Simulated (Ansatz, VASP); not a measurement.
## Two plane-wave programs on BAs

```xyz
2
Lattice="2.9570 0.0000 0.0000 0.0000 2.9570 0.0000 0.0000 0.0000 2.9570" Properties=species:S:1:pos:R:3 pbc="T T T"
B     1.4785    1.4785    1.4785
As    0.0000    0.0000    0.0000
```

Alike in both runs: task single point; functional PBE-based screened hybrid with a share of 0.05 of exact exchange and HFSCREEN = 0.2; k mesh 5 × 5 × 5; occupations fermi-dirac, width 0.05 eV; no spin polarisation.

|  | VASP | Ansatz |
| --- | --- | --- |
| version | VASP 6.6.1 | Ansatz 0.2.0 |
| potentials or method | VASP PAW PBE potentials, release 64 (B, As) | Ansatz PAW |
| plane-wave cutoff (eV) | 520 | 420 |
| valence electrons in the cell | 8 | 18 |

VASP gave:

- gap on the k mesh at the Fermi level (eV): none
- pressure (GPa): -6.1

Question: What did Ansatz give for the same quantities?

Answer: gap on the k mesh at the Fermi level (eV): none; pressure (GPa): -6.2.

VASP's potentials were made for PBE, not for PBE-based screened hybrid. A gap of «none» marks a metal or a gap that the smearing closes. With one functional, cell and mesh, what is left measures potentials, basis and numerics. VASP's potentials hold 8 valence electrons a cell and Ansatz's 18, so a difference there can come from the potentials and not from the codes.

The k mesh is coarse, so the values compare programs but aren't converged.
